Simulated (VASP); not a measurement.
A run of VASP 6.6.1 is set up as follows.

The input POSCAR:

```
WS
1.0
    0.0000000000      2.8902264970      2.8902264970
    2.8902264970      0.0000000000      2.8902264970
    2.8902264970      2.8902264970      0.0000000000
W S
1 1
Direct
    0.0000000000      0.0000000000      0.0000000000
    0.2500000000      0.2500000000      0.2500000000
```

File INCAR.step1:

```
PREC = Accurate
ENCUT = 520
ISMEAR = 0
SIGMA = 0.1
LREAL = F
LASPH = T
NELM = 150
LMAXMIX = 4
LDAU = T
LDAUTYPE = 2
LDAUL = 2 -1
LDAUU = 6.2 0
LDAUJ = 0 0
NBANDS = 17
GGA = PE
ALGO = Normal
EDIFF = 1E-4
LWAVE = T
LCHARG = F
```

File INCAR.step2:

```
PREC = Accurate
ENCUT = 520
EDIFF = 1E-6
ISMEAR = 0
SIGMA = 0.1
LREAL = F
LASPH = T
NELM = 150
ALGO = Normal
ISIF = 2
LWAVE = F
LCHARG = F
LMAXMIX = 4
LDAU = T
LDAUTYPE = 2
LDAUL = 2 -1
LDAUU = 6.2 0
LDAUJ = 0 0
LDAUPRINT = 1
METAGGA = R2SCAN
LMIXTAU = T
NBANDS = 17
ISTART = 1
```

Contents of KPOINTS:

```
Automatic mesh
0
Gamma
  12 12 12
```

Potentials or basis: VASP PAW PBE potentials, release 64 (W_sv, S).

Launch:

```console
$ cat potpaw_PBE.64/W_sv/POTCAR potpaw_PBE.64/S/POTCAR > POTCAR
$ cp INCAR.step1 INCAR
$ mpirun -np 1 vasp_std > vasp.out
$ cp INCAR.step2 INCAR
$ mpirun -np 1 vasp_std > vasp.out
```

Q: What does it give for the pressure?

A: -3.0 GPa.

Q: What does it give for the band gap on the k mesh?

A: 0.05 eV (least direct gap 0.18 eV).

Eigenvalues of the final occupation matrices:
| site | spin | trace | eigenvalues |
| --- | --- | --- | --- |
| site 1 d | 1 | 1.74 | 0.11 0.11 0.11 0.71 0.71 |
| site 1 d | 2 | 1.74 | 0.11 0.11 0.11 0.71 0.71 |

Caveat: the PAW data sets were made with another functional, which shifts forces and pressure a little; spin-orbit coupling is left out, which moves the levels of the heavy elements. A k mesh can miss the band edges.
